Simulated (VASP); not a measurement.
## Pd: single point with PBEsol

Pd:

```
CELL_PARAMETERS angstrom
2.56663 0.00000 0.00000
0.00000 2.56663 0.00000
0.00000 0.00000 2.56663
ATOMIC_POSITIONS crystal
Pd 0.00000 0.00000 0.00000
```

* Program: VASP 6.6.1
* Task: single point
* Functional: PBEsol
* Potentials or basis: VASP PAW PBE potentials, release 64 (Pd)
* Cutoff: 520 eV
* k mesh: 14 × 14 × 14
* Occupations: fermi-dirac, width 0.1 eV
* Spin: no spin polarisation

The pressure is -0.3 GPa and the band gap on the k mesh is zero (band 5 reaches 9.10 eV, above the bottom of band 6 at 7.11 eV).

Levels at points of the mesh, in eV from the Fermi level:
| k point | band 1 | band 2 | band 3 | band 4 | band 5 | band 6 | band 7 | band 8 | band 9 | band 10 |
| --- | --- | --- | --- | --- | --- | --- | --- | --- | --- | --- |
| (0.00, 0.00, 0.00) | -6.38 | -4.87 | -4.87 | 0.02 | 0.02 | 0.02 | 16.74 | 16.74 | 16.74 | 23.35 |
| (0.50, 0.00, 0.00) | -4.36 | -4.20 | -1.66 | -1.66 | 0.18 | 0.18 | 5.07 | 18.35 | 21.45 | 22.94 |
| (0.50, 0.50, 0.00) | -5.10 | -3.66 | -1.34 | -1.34 | 1.23 | 5.51 | 5.51 | 12.04 | 12.58 | 23.71 |
| (0.50, 0.50, 0.50) | -4.17 | -4.17 | -4.17 | 1.33 | 1.33 | 10.94 | 11.42 | 11.42 | 11.42 | 18.15 |

Wall time 12 s on 1 thread of Intel(R) Xeon(R) Platinum 8488C (Sapphire Rapids) (shared host), peak memory 0.14 GiB.

Caveat: the PAW data sets were made with another functional, which shifts forces and pressure a little.
